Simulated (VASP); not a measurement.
Wanted: the native input for a VASP 6.6.1 run.

| Property | Result |
| --- | --- |
| Task | single point |
| Functional | PBE |
| Potentials or basis | VASP PAW PBE potentials, release 64 (In_d, Sb, Te) |
| Cutoff | 520 eV |
| k mesh | 3 × 3 × 4 |
| Occupations | gaussian, width 0.1 eV |
| Spin | no spin polarisation |
| Dipole correction | no |
| Further INCAR settings | ALGO = Normal; EDIFF = 1e-06; NBANDS = 26 |

The structure of InSbTe3 lies in POSCAR:

```
InSbTe3
1.0
    5.7825333600      0.0000000000      0.0000000000
   -2.8912666800      5.0078207900      0.0000000000
    0.0000000000      0.0000000000      5.9111676300
In Sb Te
1 1 3
Direct
    0.0000000000      0.0000000000      0.5000000000
    0.0000000000      0.0000000000      0.0000000000
    0.5000000000      0.0000000000      0.5000000000
    0.0000000000      0.5000000000      0.5000000000
    0.5000000000      0.5000000000      0.5000000000
```

The cell was generated, and may not be a known phase.

The input as run:

INCAR

```
ALGO = Normal
EDIFF = 1E-6
ENCUT = 520
GGA = PE
ISIF = 2
ISMEAR = 0
LASPH = True
LCHARG = False
LREAL = False
LWAVE = False
NBANDS = 26
NELM = 60
PREC = Accurate
SIGMA = 0.1
```

KPOINTS

```
k-points
0
Gamma
  3 3 4
```

Potentials or basis: VASP PAW PBE potentials, release 64 (In_d, Sb, Te).

Command:

```bash
$ cat potpaw_PBE.64/In_d/POTCAR potpaw_PBE.64/Sb/POTCAR potpaw_PBE.64/Te/POTCAR > POTCAR
$ mpirun -np 1 vasp_std > vasp.out
```

It gave:

```
Pressure               : 13.2 GPa
Band gap on the k mesh : zero (bands 18 and 19 overlap by 0.66 eV)
```

Caveat: the k points lie up to 0.42 Å⁻¹ apart, too coarse for converged energies and pressures of a metal; spin-orbit coupling is left out, which moves the levels of the heavy elements.

Run time: 42 s on 1 thread of AMD EPYC 7R13 Processor (Zen 3), with other jobs on the host, peak memory 0.3 GiB.
